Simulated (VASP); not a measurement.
# As (I4_1/amd) in VASP: relaxation of cell and atoms with PBE

Aim: the relaxation of cell and atoms of As with PBE.

Program: VASP 6.6.1. These are calculated values, not measurements. Logs are shortened: lines on timing, memory, paths and dates and some standing lists are left out, and cuts for length are marked.

### Step 1. The cell of the first run

The structure is tetragonal, space group I4_1/amd (No. 141). The conventional cell has a = 5.221 Å, b = 5.221 Å, c = 2.872 Å, α = 90.00°, β = 90.00°, γ = 90.00°. Within 3.6 Å of As (site symmetry -4m2) lie 10 As at 2.71 to 3.38 Å.

### Step 2. Relaxation of cell and atoms, PBE

Input file INCAR:

```
  PREC = Accurate
  ENCUT = 600
  EDIFF = 1E-6
  ISMEAR = -1
  SIGMA = 0.025
  LREAL = False
  LASPH = True
  NELM = 100
  ALGO = Normal
  ISIF = 3
  LWAVE = False
  LCHARG = False
  GGA = PE
  IBRION = 2
  NSW = 60
  EDIFFG = -0.005
```

Input file KPOINTS:

```
regular mesh
0
Gamma
  17 17 17
```

Input file POSCAR:

```
As
1.0
   -2.6105541945      2.6105541945      1.4358048070
    2.6105541945     -2.6105541945      1.4358048070
    2.6105541945      2.6105541945     -1.4358048070
As
2
Direct
   -0.3750000000     -0.1250000000     -0.2500000000
    0.3750000000      0.1250000000      0.2500000000
```

Potentials or basis: VASP PAW PBE potentials, release 64 (As).

The run is started by

```
cat potpaw_PBE.64/As/POTCAR > POTCAR
mpirun -np 1 vasp_std > vasp.out
```

OUTCAR:

```text
PREC = Accurate
   ENCUT = 600
   EDIFF = 1E-6
   ISMEAR = -1
   LREAL = False
   LASPH = True
   NELM = 100
   ISIF = 3
   GGA = PE
   IBRION = 2
   NSW = 60
   EDIFFG = -0.005

 ion  position               nearest neighbor table
   1  0.625  0.875  0.750-   2 2.71   2 2.71   2 2.71   2 2.71
   2  0.375  0.125  0.250-   1 2.71   1 2.71   1 2.71   1 2.71

  LATTYP: Found a body centered tetragonal cell.
 ALAT       =     5.2211083890
 C/A-ratio  =     0.5500000000

  Lattice vectors:

 A1 = (  -2.6105541945,   2.6105541945,   1.4358048070)
 A2 = (   2.6105541945,  -2.6105541945,   1.4358048070)
 A3 = (   2.6105541945,   2.6105541945,  -1.4358048070)

Analysis of symmetry for initial positions (statically):
=====================================================================
 Subroutine PRICEL returns:
 Original cell was already a primitive cell.

 Routine SETGRP: Setting up the symmetry group for a
 body centered tetragonal supercell.

 Subroutine GETGRP returns: Found 16 space group operations
 (whereof  4 operations were pure point group operations)
 out of a pool of 16 trial point group operations.

The static configuration has the point symmetry C_2h.
 The point group associated with its full space group is D_4h.

Analysis of symmetry for dynamics (positions and initial velocities):
=====================================================================
 Subroutine PRICEL returns:
 Original cell was already a primitive cell.

 Routine SETGRP: Setting up the symmetry group for a
 body centered tetragonal supercell.

 Subroutine GETGRP returns: Found 16 space group operations
 (whereof  4 operations were pure point group operations)
 out of a pool of 16 trial point group operations.

The dynamic configuration has the point symmetry C_2h.
 The point group associated with its full space group is D_4h.

 Subroutine INISYM returns: Found 16 space group operations
 (whereof  4 operations are pure point group operations),
 and found     1 'primitive' translations

----------------------------------------------------------------------------------------

                                     Primitive cell

  volume of cell :      39.1400

  direct lattice vectors                    reciprocal lattice vectors
    -2.610554195  2.610554195  1.435804807     0.000000000  0.191530213  0.348236750
     2.610554195 -2.610554195  1.435804807     0.191530213  0.000000000  0.348236750
     2.610554195  2.610554195 -1.435804807     0.191530213  0.191530213  0.000000000

  length of vectors
     3.961252561  3.961252561  3.961252561     0.397432581  0.397432581  0.270864624

  position of ions in fractional coordinates (direct lattice)
     0.625000000  0.875000000  0.750000000
     0.375000000  0.125000000  0.250000000

  ion indices of the primitive-cell ions
   primitive index   ion index
                 1           1
                 2           2

----------------------------------------------------------------------------------------

 KPOINTS: regular mesh

Automatic generation of k-mesh.
 Grid dimensions read from file:
 generate k-points for:   17   17   17

 Generating k-lattice:

  Cartesian coordinates                     Fractional coordinates (reciprocal lattice)
     0.000000000  0.011266483  0.020484515     0.058823529 -0.000000000  0.000000000
     0.011266483  0.000000000  0.020484515    -0.000000000  0.058823529  0.000000000
     0.011266483  0.011266483  0.000000000     0.000000000  0.000000000  0.058823529

  Length of vectors
     0.023378387  0.023378387  0.015933213

  Shift w.r.t. Gamma in fractional coordinates (k-lattice)
     0.000000000  0.000000000  0.000000000

 Subroutine IBZKPT returns following result:
 ===========================================

 Found    405 irreducible k-points:

 Following reciprocal coordinates:
            Coordinates               Weight
  0.000000  0.000000  0.000000      1.000000
  0.058824  0.000000 -0.000000      8.000000
  0.117647  0.000000  0.000000      8.000000
  0.176471  0.000000  0.000000      8.000000
  0.235294  0.000000  0.000000      8.000000
  0.294118  0.000000 -0.000000      8.000000
[... 16 lines left out ...]
 -0.176471  0.058824 -0.000000     16.000000
 -0.117647  0.058824 -0.000000     16.000000
 [... further k-points ...]
   k-points           NKPTS =    405   k-points in BZ     NKDIM =    405   number of bands    NBANDS=      9
   number of dos      NEDOS =    301   number of ions     NIONS =      2
   total plane-waves  NPLWV =  32768
   dimension x,y,z NGX =    32 NGY =   32 NGZ =   32
   dimension x,y,z NGXF=    64 NGYF=   64 NGZF=   64
   ions per type =               2
   NGX,Y,Z   is equivalent  to a cutoff of  13.43, 13.43, 13.43 a.u.
   NGXF,Y,Z  is equivalent  to a cutoff of  26.86, 26.86, 26.86 a.u.
 SYSTEM =  unknown system
   PREC   = accura    normal or accurate (medium, high low for compatibility)
   ISTART =      0    job   : 0-new  1-cont  2-samecut
   ICHARG =      2    charge: 1-file 2-atom 10-const
   ISPIN  =      1    spin polarized calculation?
   LNONCOLLINEAR =      F non collinear calculations
   LSORBIT =      F    spin-orbit coupling
   LASPH  =      T    aspherical Exc in radial PAW
   ENCUT  =  600.0 eV  44.10 Ry    6.64 a.u.   7.91  7.91  7.91*2*pi/ulx,y,z
   NELM   =    100;   NELMIN=  2; NELMDL= -5     # of ELM steps
   EDIFF  = 0.1E-05   stopping-criterion for ELM
   LREAL  =      F    real-space projection
   EDIFFG = -.5E-02   stopping-criterion for IOM
   NSW    =     60    number of steps for IOM
   IBRION =      2    ionic relax: 0-MD 1-quasi-New 2-CG
   NFREE  =      1    steps in history (QN), initial steepest desc. (CG)
   ISIF   =      3    stress and relaxation
   ISYM   =      2    0-nonsym 1-usesym 2-fastsym
   POTIM  = 0.5000    time-step for ionic-motion
   TEBEG  =    0.0;   TEEND  =   0.0 temperature during run
   PSTRESS=    0.0 pullay stress
   NELECT =      10.0000    total number of electrons
   NUPDOWN=      -1.0000    fix difference up-down
   EMIN   =  10.00;   EMAX   =-10.00  energy-range for DOS
   EFERMI =   0.00;   METHOD = LEGACY
   ISMEAR =    -1;   SIGMA  =   0.03  broadening in eV -4-tet -1-fermi 0-gaus
   EFERMI_NEDOS =   21; number of points for ismear=-14 and -15
   IALGO  =     38    algorithm
   IMIX   =      4    mixing-type and parameters
     AMIX     =   0.40;   BMIX     =  1.00
     AMIX_MAG =   1.60;   BMIX_MAG =  1.00
  volume/ion in A,a.u.               =      19.57       132.06
  Fermi-wavevector in a.u.,A,eV,Ry     =   1.038806  1.963059 14.682298  1.079118
  Thomas-Fermi vector in A             =   2.173307
   LORBIT       =      0    0 simple, 1 ext, 2 COOP (PROOUT), +10 PAW based schemes
   GGA     = PE    functional components
   LHFCALC =     F    Hartree Fock is set to
   AEXX    =    0.0000 exact exchange contribution
   IVDW    =     0    specifies the selected vdW correction
   LEPSILON=     F    determine dielectric tensor
   LRPA    =     F    only Hartree local field effects (RPA)
 conjugate gradient relaxation of ions
 non-spin polarized calculation
  energy-cutoff  :      600.00
  volume of cell :       39.14
 maximum number of plane-waves:      1330
   NGX = 15   NGY = 15   NGZ = 15

--------------------------------------- Ionic step        1  -------------------------------------------

 number of electron      10.0000000 magnetization

 number of electron       9.9999999 magnetization

 Free energy of the ion-electron system (eV)
  ---------------------------------------------------
  ext. energy  EPLUGINS =         0.00000000
  ---------------------------------------------------
  free energy    TOTEN  =        -8.85897355 eV

  energy without entropy =       -8.85713440  energy(sigma->0) =       -8.85805397

------------------------ aborting loop because EDIFF is reached ----------------------------------------

  FORCE on cell =-STRESS in cart. coord.  units (eV):
  Direction    XX          YY          ZZ          XY          YZ          ZX
  --------------------------------------------------------------------------------------
  -------------------------------------------------------------------------------------
  Total        1.1509306      1.1509306      0.2533049      0.0000000     -0.0000000      0.0000000
  in kB       47.1127962     47.1127962     10.3689141      0.0000000     -0.0000000      0.0000000
  external PRESSURE =      34.8648355 kB  Pullay stress =       0.0000000 kB
[... 201 lines left out ...]
  energy  without entropy=       -8.8807114903  energy(sigma->0) =       -8.88181337

--------------------------------------- Ionic step        7  -------------------------------------------

 number of electron      10.0000000 magnetization

 Free energy of the ion-electron system (eV)
  ---------------------------------------------------
  ext. energy  EPLUGINS =         0.00000000
  ---------------------------------------------------
  free energy    TOTEN  =        -8.88292243 eV

  energy without entropy =       -8.88071727  energy(sigma->0) =       -8.88181985

 E-fermi :   5.7780     XC(G=0): -10.3779

 val. band max:        5.7621656995   @ k =   0.1176   0.1176  -0.0000
 cond. band min:       5.7805876383   @ k =  -0.1765   0.3529   0.1765
 fundamental gap:      0.0184219389
 Fermi energy:         5.7780189388

 k-point     1 :       0.0000    0.0000    0.0000
  band No.  band energies     occupation
      1      -8.9623      2.00000
      2      -2.3770      2.00000
      3       1.8654      2.00000
      4       1.8654      2.00000
      5       8.5132      0.00000
      6       9.9540      0.00000
      7       9.9540      0.00000
      8      10.5744      0.00000
      9      10.7102      0.00000
[... 265 lines left out ...]
 k-point    24 :      -0.1176    0.0588   -0.0000
  band No.  band energies     occupation
      1      -8.8226      2.00000
      2      -2.6486      2.00000
      3       1.8533      2.00000
      4       2.2688      2.00000
      5       8.9346      0.00000
      6       9.0213      0.00000
      7       9.7342      0.00000
      8      10.1010      0.00000
      9      10.3101      0.00000

 [... further k-points ...]
[... 5 lines left out ...]
  --------------------------------------------------------------------------------------
  -------------------------------------------------------------------------------------
  Total       -0.0099893     -0.0099893     -0.0057369      0.0000000      0.0000000      0.0000000
  in kB       -0.3934287     -0.3934287     -0.2259464      0.0000000      0.0000000      0.0000000
  external PRESSURE =      -0.3376012 kB  Pullay stress =       0.0000000 kB
[... 17 lines left out ...]
  FREE ENERGIE OF THE ION-ELECTRON SYSTEM (eV)
  ---------------------------------------------------
  free  energy   TOTEN  =        -8.8829224344 eV

  energy  without entropy=       -8.8807172668  energy(sigma->0) =       -8.88181985

 reached required accuracy - stopping structural energy minimisation
```

Run time: 9.9 min. Hardware: 1 thread of Oxide Virtual Turin-like, shared host; peak memory 0.28 GiB.

What came out:

```
Free energy                           : -8.8829 eV
Relaxed volume                        : 20.34 Å³/atom
Relaxed cell                          : a = 4.037 Å, b = 4.037 Å, c = 4.037 Å, α = 97.17°, β = 97.17°, γ = 138.62°
Space group after relaxing (to 0.1 Å) : I4_1/amd (No. 141)
Energy gained by relaxing             : 12.0 meV/atom
Ionic steps                           : 7
Pressure after relaxing               : 0.0 GPa
Band gap on the k mesh                : zero (bands 5 and 6 overlap by 6.28 eV)
```

The path:
```csv
step,energy change (eV),largest force (eV/Å),pressure (GPa),volume (Å³)
1,0.0000,0.0000,3.49,39.14
2,-0.0186,0.0000,-1.66,41.60
3,-0.0222,0.0000,-0.29,40.85
4,-0.0237,0.0000,-0.07,40.72
5,-0.0239,0.0000,0.07,40.63
6,-0.0239,0.0000,0.07,40.62
7,-0.0239,0.0000,-0.03,40.68
```

Final structure:
```
As
1.0
    -2.67040    2.67040    1.42617
     2.67040   -2.67040    1.42617
     2.67040    2.67040   -1.42617
As
2
Direct
  0.62500 0.87500 0.75000
  0.37500 0.12500 0.25000
```
